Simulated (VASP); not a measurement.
# Ti (P6/mmm) in VASP: a series of runs, part 2 of 2

VASP 6.6.1. Earlier steps stand in the parts before.

### Step 3. Relaxation of cell and atoms, PBE, target pressure 38 GPa, at which the enthalpy is minimised

This run uses another cell than the first one: it holds 1 atom, not 3.

File INCAR:

```
SYSTEM = Ti
PREC = Accurate ; ENCUT = 600
EDIFF = 1E-7 ; ISMEAR = -1
SIGMA = 0.1 ; LREAL = .False.
LASPH = .True. ; NELM = 80
ALGO = Normal ; ISIF = 3
LWAVE = .False. ; LCHARG = .False.
GGA = PE ; IBRION = 2
NSW = 32 ; EDIFFG = -0.005
PSTRESS = 380.0
```

File KPOINTS:

```
regular mesh
0
Gamma
  17 17 16
  0 0 0
```

File POSCAR:

```
Ti
1.0
    2.5230690150      0.0000000000      0.0000000000
   -1.2615345075      2.1850418624      0.0000000000
    0.0000000000      0.0000000000      2.4783319306
Ti
1
Direct
    0.0000000000      0.0000000000      0.0000000000
```

Potentials or basis: VASP PAW PBE potentials, release 64 (Ti_sv).

Command:

```sh
$ cat potpaw_PBE.64/Ti_sv/POTCAR > POTCAR
$ mpirun -np 1 vasp_std > vasp.out
```

OUTCAR:

```text
SYSTEM = Ti
   PREC = Accurate
   ENCUT = 600
   EDIFF = 1E-7
   ISMEAR = -1
   LREAL = .False.
   LASPH = .True.
   NELM = 80
   ISIF = 3
   GGA = PE
   IBRION = 2
   NSW = 32
   EDIFFG = -0.005
   PSTRESS = 380.0

 ion  position               nearest neighbor table
   1  0.000  0.000  0.000-

  LATTYP: Found a hexagonal cell.
 ALAT       =     2.5230690150
 C/A-ratio  =     0.9822687829

  Lattice vectors:

 A1 = (   2.5230690150,   0.0000000000,   0.0000000000)
 A2 = (  -1.2615345075,   2.1850418624,   0.0000000000)
 A3 = (   0.0000000000,   0.0000000000,   2.4783319306)

Analysis of symmetry for initial positions (statically):
=====================================================================
 Subroutine PRICEL returns:
 Original cell was already a primitive cell.

 Routine SETGRP: Setting up the symmetry group for a
 hexagonal supercell.

 Subroutine GETGRP returns: Found 24 space group operations
 (whereof 24 operations were pure point group operations)
 out of a pool of 24 trial point group operations.

The static configuration has the point symmetry D_6h.

Analysis of symmetry for dynamics (positions and initial velocities):
=====================================================================
 Subroutine PRICEL returns:
 Original cell was already a primitive cell.

 Routine SETGRP: Setting up the symmetry group for a
 hexagonal supercell.

 Subroutine GETGRP returns: Found 24 space group operations
 (whereof 24 operations were pure point group operations)
 out of a pool of 24 trial point group operations.

The dynamic configuration has the point symmetry D_6h.

 Subroutine INISYM returns: Found 24 space group operations
 (whereof 24 operations are pure point group operations),
 and found     1 'primitive' translations

----------------------------------------------------------------------------------------

                                     Primitive cell

  volume of cell :      13.6631

  direct lattice vectors                    reciprocal lattice vectors
     2.523069015  0.000000000  0.000000000     0.396342706  0.228828568  0.000000000
    -1.261534507  2.185041862  0.000000000     0.000000000  0.457657136  0.000000000
     0.000000000  0.000000000  2.478331931     0.000000000  0.000000000  0.403497202

  length of vectors
     2.523069015  2.523069015  2.478331931     0.457657136  0.457657136  0.403497202

  position of ions in fractional coordinates (direct lattice)
     0.000000000  0.000000000  0.000000000

  ion indices of the primitive-cell ions
   primitive index   ion index
                 1           1

----------------------------------------------------------------------------------------

 KPOINTS: regular mesh

Automatic generation of k-mesh.
 Grid dimensions read from file:
 generate k-points for:   17   17   16

 Generating k-lattice:

  Cartesian coordinates                     Fractional coordinates (reciprocal lattice)
     0.023314277  0.013460504  0.000000000     0.058823529  0.000000000  0.000000000
     0.000000000  0.026921008  0.000000000     0.000000000  0.058823529  0.000000000
     0.000000000  0.000000000  0.025218575     0.000000000  0.000000000  0.062500000

  Length of vectors
     0.026921008  0.026921008  0.025218575

  Shift w.r.t. Gamma in fractional coordinates (k-lattice)
     0.000000000  0.000000000  0.000000000

 Subroutine IBZKPT returns following result:
 ===========================================

 Found    297 irreducible k-points:

 Following reciprocal coordinates:
            Coordinates               Weight
  0.000000  0.000000  0.000000      1.000000
  0.058824  0.000000  0.000000      6.000000
  0.117647  0.000000  0.000000      6.000000
  0.176471 -0.000000  0.000000      6.000000
  0.235294  0.000000  0.000000      6.000000
  0.294118  0.000000  0.000000      6.000000
[... 16 lines left out ...]
  0.411765  0.117647  0.000000     12.000000
  0.176471  0.176471  0.000000      6.000000
 [... further k-points ...]
   k-points           NKPTS =    297   k-points in BZ     NKDIM =    297   number of bands    NBANDS=     10
   number of dos      NEDOS =    301   number of ions     NIONS =      1
   total plane-waves  NPLWV =   8000
   dimension x,y,z NGX =    20 NGY =   20 NGZ =   20
   dimension x,y,z NGXF=    40 NGYF=   40 NGZF=   40
   ions per type =               1
   NGX,Y,Z   is equivalent  to a cutoff of  13.18, 13.18, 13.42 a.u.
   NGXF,Y,Z  is equivalent  to a cutoff of  26.36, 26.36, 26.83 a.u.
 SYSTEM =  Ti
   PREC   = accura    normal or accurate (medium, high low for compatibility)
   ISTART =      0    job   : 0-new  1-cont  2-samecut
   ICHARG =      2    charge: 1-file 2-atom 10-const
   ISPIN  =      1    spin polarized calculation?
   LNONCOLLINEAR =      F non collinear calculations
   LSORBIT =      F    spin-orbit coupling
   LASPH  =      T    aspherical Exc in radial PAW
   ENCUT  =  600.0 eV  44.10 Ry    6.64 a.u.   5.04  5.04  4.95*2*pi/ulx,y,z
   NELM   =     80;   NELMIN=  2; NELMDL= -5     # of ELM steps
   EDIFF  = 0.1E-06   stopping-criterion for ELM
   LREAL  =      F    real-space projection
   EDIFFG = -.5E-02   stopping-criterion for IOM
   NSW    =     32    number of steps for IOM
   IBRION =      2    ionic relax: 0-MD 1-quasi-New 2-CG
   NFREE  =      1    steps in history (QN), initial steepest desc. (CG)
   ISIF   =      3    stress and relaxation
   ISYM   =      2    0-nonsym 1-usesym 2-fastsym
   POTIM  = 0.5000    time-step for ionic-motion
   TEBEG  =    0.0;   TEEND  =   0.0 temperature during run
   PSTRESS=  380.0 pullay stress
   NELECT =      12.0000    total number of electrons
   NUPDOWN=      -1.0000    fix difference up-down
   EMIN   =  10.00;   EMAX   =-10.00  energy-range for DOS
   EFERMI =   0.00;   METHOD = LEGACY
   ISMEAR =    -1;   SIGMA  =   0.10  broadening in eV -4-tet -1-fermi 0-gaus
   EFERMI_NEDOS =   21; number of points for ismear=-14 and -15
   IALGO  =     38    algorithm
   IMIX   =      4    mixing-type and parameters
     AMIX     =   0.40;   BMIX     =  1.00
     AMIX_MAG =   1.60;   BMIX_MAG =  1.00
  volume/ion in A,a.u.               =      13.66        92.20
  Fermi-wavevector in a.u.,A,eV,Ry     =   1.567782  2.962679 33.442327  2.457942
  Thomas-Fermi vector in A             =   2.669911
   LORBIT       =      0    0 simple, 1 ext, 2 COOP (PROOUT), +10 PAW based schemes
   GGA     = PE    functional components
   LHFCALC =     F    Hartree Fock is set to
   AEXX    =    0.0000 exact exchange contribution
   IVDW    =     0    specifies the selected vdW correction
   LEPSILON=     F    determine dielectric tensor
   LRPA    =     F    only Hartree local field effects (RPA)
 conjugate gradient relaxation of ions
 non-spin polarized calculation
  energy-cutoff  :      600.00
  volume of cell :       13.66
 maximum number of plane-waves:       468
   NGX = 11   NGY = 11   NGZ =  9

--------------------------------------- Ionic step        1  -------------------------------------------

 number of electron      12.0000000 magnetization

 Free energy of the ion-electron system (eV)
  ---------------------------------------------------
  ext. energy  EPLUGINS =         0.00000000
  ---------------------------------------------------
  free energy    TOTEN  =        -7.10351015 eV

  energy without entropy =       -7.07398644  energy(sigma->0) =       -7.08874829

------------------------ aborting loop because EDIFF is reached ----------------------------------------

  FORCE on cell =-STRESS in cart. coord.  units (eV):
  Direction    XX          YY          ZZ          XY          YZ          ZX
  --------------------------------------------------------------------------------------
  -------------------------------------------------------------------------------------
  Total        3.1956725      3.1956725      3.2045050      0.0000000     -0.0000000      0.0000000
  in kB      374.7351896    374.7351896    375.7709263      0.0000000     -0.0000000      0.0000000
  external PRESSURE =      -4.9195648 kB  Pullay stress =     380.0000000 kB
[... 61 lines left out ...]
--------------------------------------- Ionic step        3  -------------------------------------------

 number of electron      12.0000000 magnetization

 Free energy of the ion-electron system (eV)
  ---------------------------------------------------
  ext. energy  EPLUGINS =         0.00000000
  ---------------------------------------------------
  free energy    TOTEN  =        -7.09603201 eV

  energy without entropy =       -7.06660419  energy(sigma->0) =       -7.08131810

 E-fermi :  10.8052     XC(G=0): -12.6382

 val. band max:       10.8049500952   @ k =   0.0000   0.0000   0.3750
 cond. band min:      10.8211712421   @ k =   0.0000   0.0000   0.4375
 fundamental gap:      0.0162211469
 Fermi energy:        10.8052447350

 k-point     1 :       0.0000    0.0000    0.0000
  band No.  band energies     occupation
      1     -45.5211      2.00000
      2     -20.9552      2.00000
      3     -20.6976      2.00000
      4     -20.6976      2.00000
      5       4.6352      2.00000
      6       8.9460      2.00000
      7      12.0992      0.00000
      8      12.0992      0.00000
      9      16.0387      0.00000
     10      16.0387      0.00000
[... 287 lines left out ...]
 k-point    24 :       0.1765    0.1765    0.0000
  band No.  band energies     occupation
      1     -45.2488      2.00000
      2     -21.8537      2.00000
      3     -21.0948      2.00000
      4     -20.8029      2.00000
      5       7.7103      2.00000
      6      10.0706      1.99871
      7      10.2895      1.98855
      8      14.0584      0.00000
      9      15.1470      0.00000
     10      15.4294      0.00000

 [... further k-points ...]
[... 5 lines left out ...]
  --------------------------------------------------------------------------------------
  -------------------------------------------------------------------------------------
  Total        3.2316376      3.2316376      3.2350329      0.0000000      0.0000000      0.0000000
  in kB      379.8349724    379.8349724    380.2340410      0.0000000      0.0000000      0.0000000
  external PRESSURE =      -0.0320047 kB  Pullay stress =     380.0000000 kB
[... 20 lines left out ...]
  energy  without entropy=       -7.0666041927  energy(sigma->0) =       -7.08131810

  enthalpy is  TOTEN    =        -3.8629903090 eV   P V=        3.2330416971

 reached required accuracy - stopping structural energy minimisation
```

OSZICAR:

```text
N       E                     dE             d eps       ncg     rms          rms(c)
DAV:   1     0.840673453069E+02    0.84067E+02   -0.75308E+03  5940   0.169E+03
DAV:   2    -0.331647364264E+01   -0.87384E+02   -0.85598E+02  6104   0.337E+02
DAV:   3    -0.744482980740E+01   -0.41284E+01   -0.40310E+01  7568   0.760E+01
[... 27 lines left out ...]
DAV:   4    -0.709596751670E+01   -0.64160E-04   -0.15505E-04  8130   0.952E-02    0.230E-02
DAV:   5    -0.709602449556E+01   -0.56979E-04   -0.11700E-04  8580   0.652E-02    0.163E-02
DAV:   6    -0.709603125314E+01   -0.67576E-05   -0.10451E-05  6568   0.326E-02    0.246E-03
DAV:   7    -0.709603196262E+01   -0.70948E-06   -0.25008E-06  7886   0.117E-02    0.133E-03
DAV:   8    -0.709603200617E+01   -0.43545E-07   -0.27955E-07  6256   0.456E-03
   3 F= -.38629903E+01 E0= -.38482764E+01  d E =-.499473E-04
```

CONTCAR:

```text
Ti
   1.00000000000000
     2.5209765303124847    0.0000000000000000    0.0000000000000000
    -1.2604882651562423    2.1832297174928690   -0.0000000000000000
     0.0000000000000000   -0.0000000000000000    2.4766808998882675
  Ti
     1
Direct
     0.0000000000000000    0.0000000000000000    0.0000000000000000

  0.00000000E+00  0.00000000E+00  0.00000000E+00
```

Wall time 2.2 min (1 thread of Intel Xeon 8259CL, shared host); peak memory 0.17 GiB.

What came out:

```yaml
Free_energy: -7.0960 eV
Relaxed_volume: 13.63 Å³/atom
Relaxed_cell: a = 2.521 Å, b = 2.521 Å, c = 2.477 Å, α = 90.00°, β = 90.00°, γ = 120.00°
Space_group_after_relaxing_to_0.1_Å: P6/mmm (No. 191)
Energy_change_on_relaxing_the_run_minimises_the_enthalpy: +7.5 meV/atom
Ionic_steps: 3
Pressure_after_relaxing: 38.0 GPa
Band_gap_on_the_k_mesh: zero (bands 6 and 7 overlap by 0.97 eV)
```

The path:
| step | energy change (eV) | largest force (eV/Å) | pressure (GPa) | volume (Å³) |
| --- | --- | --- | --- | --- |
| 1 | 0.0000 | 0.0000 | 37.51 | 13.66 |
| 2 | 0.0197 | 0.0000 | 38.78 | 13.58 |
| 3 | 0.0075 | 0.0000 | 38.00 | 13.63 |

Final structure:
```
CELL_PARAMETERS angstrom
2.52098 0.00000 0.00000
-1.26049 2.18323 0.00000
0.00000 0.00000 2.47668
ATOMIC_POSITIONS crystal
Ti 0.00000 0.00000 0.00000
```

Caveat: the cell is relaxed towards a set pressure, so the run minimises the enthalpy, not the energy.
